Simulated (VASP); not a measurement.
Set up this calculation in VASP 6.6.1, as the native input.

| Quantity | Value |
| --- | --- |
| Task | single point |
| Functional | LDA |
| Potentials or basis | VASP PAW LDA potentials, release 64 (Al, Cu) |
| Cutoff | 520 eV |
| k mesh | 10 × 10 × 10 |
| Occupations | gaussian, width 0.15 eV |
| Spin | no spin polarisation |
| Dipole correction | no |
| Further INCAR settings | ALGO = Fast; EDIFF = 1e-06; NBANDS = 18 |

The structure of Al3Cu lies in POSCAR:

```
Al3Cu
1.0
    3.3408316053      0.0000000000      0.0000000000
    0.0000000000      4.1889051680      0.0000000000
    0.0000000000      0.0000000000      4.0349027188
Al Cu
3 1
Direct
    0.0000000000      0.5000000000      0.5000000000
    0.5000000000      0.0000000000      0.5000000000
    0.5000000000      0.5000000000      0.0000000000
    0.0000000000      0.0000000000      0.0000000000
```

This cell differs from its parent crystal: strain +e along x and -e along y -0.1100, strain +e along z and -e/2 along x and y +0.0467.

One way to write it, as run:

INCAR

```
ALGO = Fast
EDIFF = 1E-6
ENCUT = 520
ISIF = 2
ISMEAR = 0
LASPH = T
LCHARG = F
LREAL = F
LWAVE = F
NBANDS = 18
NELM = 60
PREC = Accurate
SIGMA = 0.15
```

KPOINTS

```
k-points
0
Gamma
  10 10 10
```

Potentials or basis: VASP PAW LDA potentials, release 64 (Al, Cu).

The run is started by

```sh
$ cat potpaw_LDA.64/Al/POTCAR potpaw_LDA.64/Cu/POTCAR > POTCAR
$ mpirun -np 1 vasp_std > vasp.out
```

Results of the run:

```
Pressure               : 2.8 GPa
Band gap on the k mesh : zero (bands 10 and 11 overlap by 5.64 eV)
```

Caveat: the cell differs from its parent crystal (strain +e along x and -e along y -0.1100, strain +e along z and -e/2 along x and y +0.0467).

It took 6.2 min on 1 thread of Intel Xeon 8259CL, on a shared host, peak memory 0.3 GiB.
